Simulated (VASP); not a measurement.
Wanted: the native input for a VASP 6.6.1 run.

```yaml
Task: single point
Functional: PBE
Potentials_or_basis: VASP PAW PBE potentials, release 64 (Cu, Ni)
Cutoff: 520 eV
k_mesh: 6 × 6 × 2
Occupations: gaussian, width 0.1 eV
Spin: collinear spin, ferromagnetic start
Starting_moments: "[0.0, 0.0, 0.55, 0.55, 0.55, 0.55] μB"
Dipole_correction: no
Further_INCAR_settings: ALGO = Normal; EDIFF = 1e-06; NBANDS = 44
```

The structure of CuNi2 lies in POSCAR:

```
CuNi2
1.0
    2.4997827000      0.0000000000      0.0000000000
   -1.2498913000      2.1648753000      0.0000000000
    0.0000000000      0.0000000000     12.4412002000
Cu Ni
2 4
Direct
    0.3333333000      0.6666667000      0.2500000000
    0.6666667000      0.3333333000      0.7500000000
    0.3333333000      0.6666667000      0.9188260000
    0.3333333000      0.6666667000      0.5811740000
    0.6666667000      0.3333333000      0.0811740000
    0.6666667000      0.3333333000      0.4188260000
```

One way to write it, as run:

INCAR

```
PREC = Accurate ; ENCUT = 520
EDIFF = 1E-6 ; ISMEAR = 0
SIGMA = 0.1 ; LREAL = F
LASPH = T ; NELM = 150
ALGO = Normal ; ISIF = 2
LWAVE = F ; LCHARG = F
ISPIN = 2 ; MAGMOM = 0 0 0.55 0.55 0.55 0.55
LORBIT = 11 ; LMAXMIX = 4
GGA = PE ; NBANDS = 44
```

KPOINTS

```
regular mesh
0
Gamma
  6 6 2
```

Potentials or basis: VASP PAW PBE potentials, release 64 (Cu, Ni).

Launch:

```sh
$ cat potpaw_PBE.64/Cu/POTCAR potpaw_PBE.64/Ni/POTCAR > POTCAR
$ mpirun -np 1 vasp_std > vasp.out
```

It gave:

```json
{"Pressure": "0.3 GPa", "Largest force": "0.074 eV/Å", "Net moment": "2.11 μB per cell", "Site moments": "Cu +0.01; Ni +0.54 μB", "Valence electrons inside the program's atomic spheres": "Cu 10.04; Ni 9.28"}
```

Caveat: the k points lie up to 0.48 Å⁻¹ apart.

It took 3.4 min on 1 thread of AMD EPYC 7R43 64-Core Processor (Zen 3), on a shared host, peak memory 0.21 GiB.
